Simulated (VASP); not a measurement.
Set up this calculation in VASP 6.6.1, as the native input.

```yaml
Task: single point
Functional: revPBE
Potentials_or_basis: VASP PAW PBE potentials, release 64 (B)
Cutoff: 520 eV
k_mesh: 15 × 15 × 15
Occupations: fermi-dirac, width 0.1 eV
Spin: no spin polarisation
Dipole_correction: no
Further_INCAR_settings: ALGO = Normal; EDIFF = 1e-06; NBANDS = 10
```

The structure of B lies in POSCAR:

```
B
1.0
    0.0000000000      2.0084478128      2.0084478128
    2.0084478128      0.0000000000      2.0084478128
    2.0084478128      2.0084478128      0.0000000000
B
2
Direct
    0.1250000000      0.1250000000      0.1250000000
    0.8750000000      0.8750000000      0.8750000000
```

This cell differs from its parent crystal: volume scaled by 0.96.

These files were run (other wordings do the same):

INCAR

```
SYSTEM = B
PREC = Accurate
ENCUT = 520
EDIFF = 1E-6
ISMEAR = -1
SIGMA = 0.1
LREAL = .FALSE.
LASPH = .TRUE.
NELM = 100
ALGO = Normal
ISIF = 2
LWAVE = .FALSE.
LCHARG = .FALSE.
GGA = RE
NBANDS = 10
```

KPOINTS

```
Automatic mesh
0
G
  15 15 15
  0 0 0
```

Potentials or basis: VASP PAW PBE potentials, release 64 (B).

Run with:

```console
$ cat potpaw_PBE.64/B/POTCAR > POTCAR
$ mpirun -np 1 vasp_std > vasp.out
```

It gave:

```
Pressure               : 7.4 GPa
Band gap on the k mesh : zero (band 3 reaches 8.18 eV, above the bottom of band 4 at 1.32 eV)
```

Caveat: the PAW data sets were made with another functional, which shifts forces and pressure a little.

It took 5.9 s on 1 thread of Intel Xeon 6975P-C, with other jobs on the host, peak memory 0.14 GiB.
